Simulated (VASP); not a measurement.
# LiF (P6_3/mmc) in VASP: notebook

LiF is run at these levels: LDA, PBE, r2SCAN; tasks: single point.

All numbers are computed with VASP 6.6.1; they aren't measurements. Logs are shortened: lines on timing, memory, paths and dates and some standing lists are left out, and cuts for length are marked.

## (1) The cell of the first run

The structure is hexagonal, space group P6_3/mmc (No. 194). The conventional cell has a = 3.280 Å, b = 3.280 Å, c = 4.000 Å, α = 90.00°, β = 90.00°, γ = 120.00°. Li (site symmetry -6m2) has 5 F at 1.89 to 2.00 Å within 2.5 Å. F (site symmetry -6m2) has 5 Li at 1.89 to 2.00 Å within 2.5 Å.

## (2) Single point, LDA

The input, INCAR:

```
PREC     = Accurate       # precision mode
ENCUT    = 520            # plane-wave cutoff, eV
EDIFF    = 1E-6           # SCF threshold, eV
ISMEAR   = 0              # smearing method
SIGMA    = 0.01           # smearing width, eV
LREAL    = F              # projectors in reciprocal space
LASPH    = T              # aspherical terms in the spheres
NELM     = 60             # most SCF steps
ALGO     = Normal         # electronic algorithm
ISIF     = 2              # what is computed and relaxed
LWAVE    = F              # write WAVECAR
LCHARG   = F              # write CHGCAR
NBANDS   = 18             # bands
```

The input, KPOINTS:

```
regular mesh
0
Gamma
  6 6 4
```

The input, POSCAR:

```
LiF
1.0
    3.2800798956      0.0000000000      0.0000000000
   -1.6400399478      2.8406325161      0.0000000000
    0.0000000000      0.0000000000      3.9995958192
Li F
2 2
Direct
    0.3333333333      0.6666666667      0.2500000000
    0.6666666667      0.3333333333      0.7500000000
    0.6666666667      0.3333333333      0.2500000000
    0.3333333333      0.6666666667      0.7500000000
```

Potentials or basis: VASP PAW LDA potentials, release 64 (Li_sv, F).

Launch:

```console
> cat potpaw_LDA.64/Li_sv/POTCAR potpaw_LDA.64/F/POTCAR > POTCAR
> mpirun -np 1 vasp_std > vasp.out
```

OUTCAR:

```text
PREC = Accurate
   ENCUT = 520
   EDIFF = 1E-6
   ISMEAR = 0
   LREAL = F
   LASPH = T
   NELM = 60
   ISIF = 2

 ion  position               nearest neighbor table
   1  0.333  0.667  0.250-   3 1.89   3 1.89   3 1.89   4 2.00   4 2.00
   2  0.667  0.333  0.750-   4 1.89   4 1.89   4 1.89   3 2.00   3 2.00
   3  0.667  0.333  0.250-   1 1.89   1 1.89   1 1.89   2 2.00   2 2.00
   4  0.333  0.667  0.750-   2 1.89   2 1.89   2 1.89   1 2.00   1 2.00

  LATTYP: Found a hexagonal cell.
 ALAT       =     3.2800798956
 C/A-ratio  =     1.2193592676

  Lattice vectors:

 A1 = (   3.2800798956,   0.0000000000,   0.0000000000)
 A2 = (  -1.6400399478,   2.8406325161,   0.0000000000)
 A3 = (   0.0000000000,   0.0000000000,   3.9995958192)

Analysis of symmetry for initial positions (statically):
=====================================================================
 Subroutine PRICEL returns:
 Original cell was already a primitive cell.

 Routine SETGRP: Setting up the symmetry group for a
 hexagonal supercell.

 Subroutine GETGRP returns: Found 24 space group operations
 (whereof 12 operations were pure point group operations)
 out of a pool of 24 trial point group operations.

The static configuration has the point symmetry D_3d.
 The point group associated with its full space group is D_6h.

Analysis of symmetry for dynamics (positions and initial velocities):
=====================================================================
 Subroutine PRICEL returns:
 Original cell was already a primitive cell.

 Routine SETGRP: Setting up the symmetry group for a
 hexagonal supercell.

 Subroutine GETGRP returns: Found 24 space group operations
 (whereof 12 operations were pure point group operations)
 out of a pool of 24 trial point group operations.

The dynamic configuration has the point symmetry D_3d.
 The point group associated with its full space group is D_6h.

 Subroutine INISYM returns: Found 24 space group operations
 (whereof 12 operations are pure point group operations),
 and found     1 'primitive' translations

----------------------------------------------------------------------------------------

                                     Primitive cell

  volume of cell :      37.2662

  direct lattice vectors                    reciprocal lattice vectors
     3.280079896  0.000000000  0.000000000     0.304870623  0.176017136  0.000000000
    -1.640039948  2.840632516  0.000000000     0.000000000  0.352034272  0.000000000
     0.000000000  0.000000000  3.999595819     0.000000000  0.000000000  0.250025264

  length of vectors
     3.280079896  3.280079896  3.999595819     0.352034272  0.352034272  0.250025264

  position of ions in fractional coordinates (direct lattice)
     0.333333333  0.666666667  0.250000000
     0.666666667  0.333333333  0.750000000
     0.666666667  0.333333333  0.250000000
     0.333333333  0.666666667  0.750000000

  ion indices of the primitive-cell ions
   primitive index   ion index
                 1           1
                 2           2
                 3           3
                 4           4

----------------------------------------------------------------------------------------

 KPOINTS: regular mesh

Automatic generation of k-mesh.
 Grid dimensions read from file:
 generate k-points for:    6    6    4

 Generating k-lattice:

  Cartesian coordinates                     Fractional coordinates (reciprocal lattice)
     0.050811770  0.029336189  0.000000000     0.166666667 -0.000000000  0.000000000
     0.000000000  0.058672379  0.000000000     0.000000000  0.166666667  0.000000000
     0.000000000  0.000000000  0.062506316     0.000000000  0.000000000  0.250000000

  Length of vectors
     0.058672379  0.058672379  0.062506316

  Shift w.r.t. Gamma in fractional coordinates (k-lattice)
     0.000000000  0.000000000  0.000000000

 Subroutine IBZKPT returns following result:
 ===========================================

 Found     21 irreducible k-points:

 Following reciprocal coordinates:
            Coordinates               Weight
  0.000000  0.000000  0.000000      1.000000
  0.166667  0.000000  0.000000      6.000000
  0.333333  0.000000  0.000000      6.000000
  0.500000  0.000000  0.000000      3.000000
  0.166667  0.166667  0.000000      6.000000
  0.333333  0.166667  0.000000     12.000000
[... 13 lines left out ...]
  0.333333  0.166667  0.500000     12.000000
  0.333333  0.333333  0.500000      2.000000
   k-points           NKPTS =     21   k-points in BZ     NKDIM =     21   number of bands    NBANDS=     18
   number of dos      NEDOS =    301   number of ions     NIONS =      4
   total plane-waves  NPLWV =  17280
   dimension x,y,z NGX =    24 NGY =   24 NGZ =   30
   dimension x,y,z NGXF=    48 NGYF=   48 NGZF=   60
   ions per type =               2   2
   NGX,Y,Z   is equivalent  to a cutoff of  12.16, 12.16, 12.47 a.u.
   NGXF,Y,Z  is equivalent  to a cutoff of  24.33, 24.33, 24.94 a.u.
 SYSTEM =  unknown system
   PREC   = accura    normal or accurate (medium, high low for compatibility)
   ISTART =      0    job   : 0-new  1-cont  2-samecut
   ICHARG =      2    charge: 1-file 2-atom 10-const
   ISPIN  =      1    spin polarized calculation?
   LNONCOLLINEAR =      F non collinear calculations
   LSORBIT =      F    spin-orbit coupling
   LASPH  =      T    aspherical Exc in radial PAW
   ENCUT  =  520.0 eV  38.22 Ry    6.18 a.u.   6.10  6.10  7.44*2*pi/ulx,y,z
   NELM   =     60;   NELMIN=  2; NELMDL= -5     # of ELM steps
   EDIFF  = 0.1E-05   stopping-criterion for ELM
   LREAL  =      F    real-space projection
[... 7 lines left out ...]
   TEBEG  =    0.0;   TEEND  =   0.0 temperature during run
   PSTRESS=    0.0 pullay stress
   NELECT =      20.0000    total number of electrons
   NUPDOWN=      -1.0000    fix difference up-down
   EMIN   =  10.00;   EMAX   =-10.00  energy-range for DOS
   EFERMI =   0.00;   METHOD = LEGACY
   ISMEAR =     0;   SIGMA  =   0.01  broadening in eV -4-tet -1-fermi 0-gaus
   EFERMI_NEDOS =   21; number of points for ismear=-14 and -15
   IALGO  =     38    algorithm
   IMIX   =      4    mixing-type and parameters
     AMIX     =   0.40;   BMIX     =  1.00
     AMIX_MAG =   1.60;   BMIX_MAG =  1.00
  volume/ion in A,a.u.               =       9.32        62.87
  Fermi-wavevector in a.u.,A,eV,Ry     =   1.330392  2.514076 24.081536  1.769943
  Thomas-Fermi vector in A             =   2.459482
   LORBIT       =      0    0 simple, 1 ext, 2 COOP (PROOUT), +10 PAW based schemes
   GGA     = CA    functional components
   LHFCALC =     F    Hartree Fock is set to
   AEXX    =    0.0000 exact exchange contribution
   IVDW    =     0    specifies the selected vdW correction
   LEPSILON=     F    determine dielectric tensor
   LRPA    =     F    only Hartree local field effects (RPA)
 non-spin polarized calculation
 Gauss-broadening in eV      SIGMA  =   0.01
  energy-cutoff  :      520.00
  volume of cell :       37.27
 maximum number of plane-waves:      1032
   NGX = 13   NGY = 13   NGZ = 15

 number of electron      19.9999999 magnetization

 Free energy of the ion-electron system (eV)
  ---------------------------------------------------
  ext. energy  EPLUGINS =         0.00000000
  ---------------------------------------------------
  free energy    TOTEN  =       -20.84512919 eV

  energy without entropy =      -20.84512919  energy(sigma->0) =      -20.84512919

 E-fermi :  -1.8700     XC(G=0):  -9.8489

 val. band max:       -2.0790163582   @ k =   0.0000   0.0000   0.0000
 cond. band min:       5.4232486093   @ k =   0.0000   0.0000   0.0000
 fundamental gap:      7.5022649676
 Fermi energy:        -1.8699572323

 k-point     1 :       0.0000    0.0000    0.0000
  band No.  band energies     occupation
      1     -41.7636      2.00000
      2     -41.6679      2.00000
      3     -21.5741      2.00000
      4     -20.8771      2.00000
      5      -5.0742      2.00000
      6      -3.3817      2.00000
[... 10 lines left out ...]
     17      15.6612      0.00000
     18      21.6351      0.00000

 k-point     2 :       0.1667    0.0000    0.0000
  band No.  band energies     occupation
      1     -41.7541      2.00000
      2     -41.6697      2.00000
      3     -21.5329      2.00000
      4     -20.9197      2.00000
      5      -4.8744      2.00000
      6      -3.5678      2.00000
[... 10 lines left out ...]
     17      16.3691      0.00000
     18      18.5463      0.00000

 k-point     3 :       0.3333    0.0000    0.0000
  band No.  band energies     occupation
      1     -41.7316      2.00000
      2     -41.6765      2.00000
      3     -21.4246      2.00000
      4     -21.0298      2.00000
      5      -4.3615      2.00000
      6      -4.0750      2.00000
[... 10 lines left out ...]
     17      17.0688      0.00000
     18      18.1224      0.00000

 k-point     4 :       0.5000    0.0000    0.0000
  band No.  band energies     occupation
      1     -41.7160      2.00000
      2     -41.6844      2.00000
      3     -21.3353      2.00000
      4     -21.1200      2.00000
      5      -4.3485      2.00000
      6      -3.9784      2.00000
[... 312 lines left out ...]
      4     -21.2666      2.00000
      5      -4.0602      2.00000
      6      -4.0602      2.00000
[... 10 lines left out ...]
     17      16.7743      0.00000
     18      16.7743      0.00000

 k-point    20 :       0.3333    0.1667    0.5000
  band No.  band energies     occupation
      1     -41.6986      2.00000
      2     -41.6986      2.00000
      3     -21.2607      2.00000
      4     -21.2607      2.00000
      5      -4.2517      2.00000
      6      -4.2517      2.00000
[... 10 lines left out ...]
     17      17.3679      0.00000
     18      17.3679      0.00000

 k-point    21 :       0.3333    0.3333    0.5000
  band No.  band energies     occupation
      1     -41.6967      2.00000
      2     -41.6967      2.00000
      3     -21.2588      2.00000
      4     -21.2588      2.00000
      5      -4.0851      2.00000
      6      -4.0851      2.00000
[... 10 lines left out ...]
     17      17.9981      0.00000
     18      17.9981      0.00000

------------------------ aborting loop because EDIFF is reached ----------------------------------------

  FORCE on cell =-STRESS in cart. coord.  units (eV):
  Direction    XX          YY          ZZ          XY          YZ          ZX
  --------------------------------------------------------------------------------------
  -------------------------------------------------------------------------------------
  Total       -0.8768909     -0.8768909     -1.0151270      0.0000000      0.0000000      0.0000000
  in kB      -37.6999338    -37.6999338    -43.6430766      0.0000000      0.0000000      0.0000000
  external PRESSURE =     -39.6809814 kB  Pullay stress =       0.0000000 kB

 VOLUME and BASIS-vectors are now :
 -----------------------------------------------------------------------------
  energy-cutoff  :      520.00
  volume of cell :       37.27
      direct lattice vectors                 reciprocal lattice vectors
     3.280079896  0.000000000  0.000000000     0.304870623  0.176017136  0.000000000
    -1.640039948  2.840632516  0.000000000     0.000000000  0.352034272  0.000000000
     0.000000000  0.000000000  3.999595819     0.000000000  0.000000000  0.250025264

 POSITION                                       TOTAL-FORCE (eV/Angst)
 -----------------------------------------------------------------------------------
     -0.00000      1.89376      0.99990         0.000000     -0.000000     -0.000000
      1.64004      0.94688      2.99970        -0.000000      0.000000      0.000000
      1.64004      0.94688      0.99990         0.000000      0.000000      0.000000
     -0.00000      1.89376      2.99970         0.000000     -0.000000      0.000000
 -----------------------------------------------------------------------------------
    total drift:                               -0.000000      0.000000      0.000000

  FREE ENERGIE OF THE ION-ELECTRON SYSTEM (eV)
  ---------------------------------------------------
  free  energy   TOTEN  =       -20.8451291878 eV

  energy  without entropy=      -20.8451291878  energy(sigma->0) =      -20.84512919
```

It took 25 s on 1 thread of AMD EPYC 7R13, shared host; peak memory 0.1 GiB.

What came out:

```yaml
Free_energy: -20.8451 eV
Band_gap_on_the_k_mesh: 7.50 eV, direct
```

Caveat: the cutoff is under 1.25 times the usual one of these potentials, so pressure, stress and relaxed cells hold a basis-set (Pulay) error. Expect the measured gap to be larger: semilocal functionals such as LDA lack the derivative discontinuity.

## (3) Single point, PBE

The input, INCAR:

```
PREC = Accurate
ENCUT = 520
EDIFF = 1E-6
ISMEAR = 0
SIGMA = 0.01
LREAL = False
LASPH = True
NELM = 80
ALGO = Normal
ISIF = 2
LWAVE = False
LCHARG = False
GGA = PE
NBANDS = 18
```

The input, KPOINTS:

```
Automatic mesh
0
Gamma
  6 6 6
```

POSCAR is that of step 2.

Potentials or basis: VASP PAW PBE potentials, release 64 (Li_sv, F).

Launch:

```console
> cat potpaw_PBE.64/Li_sv/POTCAR potpaw_PBE.64/F/POTCAR > POTCAR
> mpirun -np 1 vasp_std > vasp.out
```

Run time: 38 s. Hardware: 1 thread of AMD EPYC 7R13, shared host; peak memory 0.11 GiB.

Results (log left out):

| Quantity | Value |
| --- | --- |
| Free energy | -19.2622 eV |
| Band gap on the k mesh | 7.82 eV, direct |

Levels at points of the mesh, in eV from the valence-band top:
| k point | band 6 | band 7 | band 8 | band 9 | band 10 | band 11 | band 12 | band 13 | band 14 | band 15 |
| --- | --- | --- | --- | --- | --- | --- | --- | --- | --- | --- |
| (0.00, 0.00, 0.00) | -1.27 | -1.27 | -0.48 | -0.48 | 0.00 | 7.82 | 14.80 | 16.41 | 16.68 | 16.68 |
| (0.50, 0.00, 0.00) | -1.85 | -1.81 | -1.03 | -0.90 | -0.48 | 10.47 | 13.61 | 15.18 | 17.24 | 17.62 |
| (0.00, 0.00, 0.50) | -1.36 | -0.87 | -0.87 | -0.87 | -0.87 | 10.33 | 10.33 | 16.88 | 16.88 | 16.88 |
| (0.50, 0.00, 0.50) | -2.23 | -1.19 | -1.19 | -0.40 | -0.40 | 11.00 | 11.00 | 15.75 | 15.75 | 18.03 |

Caveat: the cutoff is under 1.25 times the usual one of these potentials, so pressure, stress and relaxed cells hold a basis-set (Pulay) error. A hybrid or GW would open this gap; PBE tends to underestimate it.

## (4) Single point, r2SCAN

POSCAR is that of step 3.

The input, INCAR.step1:

```
ALGO = Normal
EDIFF = 1E-4
ENCUT = 520
GGA = PE
ISMEAR = 0
LASPH = T
LCHARG = F
LREAL = F
LWAVE = T
NBANDS = 18
NELM = 100
PREC = Accurate
SIGMA = 0.01
```

The input, INCAR.step2:

```
ALGO = Normal
EDIFF = 1E-6
ENCUT = 520
ISIF = 2
ISMEAR = 0
ISTART = 1
LASPH = T
LCHARG = F
LMIXTAU = T
LREAL = F
LWAVE = F
METAGGA = R2SCAN
NBANDS = 18
NELM = 100
PREC = Accurate
SIGMA = 0.01
```

The input, KPOINTS:

```
k-points
0
Gamma
  6 6 4
```

Launch:

```console
> cat potpaw_PBE.64/Li_sv/POTCAR potpaw_PBE.64/F/POTCAR > POTCAR
> cp INCAR.step1 INCAR
> mpirun -np 1 vasp_std > vasp.out
> cp INCAR.step2 INCAR
> mpirun -np 1 vasp_std > vasp.out
```

It took 2.6 min on 1 thread of AMD EPYC 7R13, shared host; peak memory 0.12 GiB.

It converged, with:

```
Free energy            : -23.7005 eV
Band gap on the k mesh : 8.64 eV, direct
```

Levels at points of the mesh, in eV from the valence-band top:
```
           k point  band 6  band 7  band 8  band 9  band 10  band 11  band 12  band 13  band 14  band 15
(0.00, 0.00, 0.00)   -1.29   -1.29   -0.50   -0.50     0.00     8.64    15.86    17.64    17.89    17.89
(0.50, 0.00, 0.00)   -1.86   -1.81   -1.02   -0.90    -0.48    11.18    14.87    16.04    18.65    18.99
(0.00, 0.00, 0.50)   -1.35   -0.88   -0.88   -0.88    -0.88    11.18    11.18    18.17    18.17    18.17
(0.50, 0.00, 0.50)   -2.21   -1.20   -1.20   -0.41    -0.41    11.82    11.82    16.98    16.98    19.38
```

Caveat: the cutoff is under 1.25 times the usual one of these potentials, so pressure, stress and relaxed cells hold a basis-set (Pulay) error; the PAW data sets were made with another functional, which shifts forces and pressure a little. r2SCAN opens gaps a little over a GGA but as a rule still falls short of measured ones.

## (5) Overview

| level | potentials or basis | k mesh | gap on the mesh (eV) |
| --- | --- | --- | --- |
| LDA | VASP PAW LDA potentials, release 64 (Li_sv, F) | 6 × 6 × 4 | 7.50 |
| PBE | VASP PAW PBE potentials, release 64 (Li_sv, F) | 6 × 6 × 6 | 7.82 |
| r2SCAN | VASP PAW PBE potentials, release 64 (Li_sv, F) | 6 × 6 × 4 | 8.64 |

Alike in all rows: task single point; no spin polarisation; cell as given; cutoff (eV) 520; smearing gaussian 0.01 eV.

Caveats: the cutoff is under 1.25 times the usual one of these potentials, so pressure, stress and relaxed cells hold a basis-set (Pulay) error; the PAW data sets were made with another functional, which shifts forces and pressure a little (some runs).

Absolute energies hang on the potentials; compare differences alone.
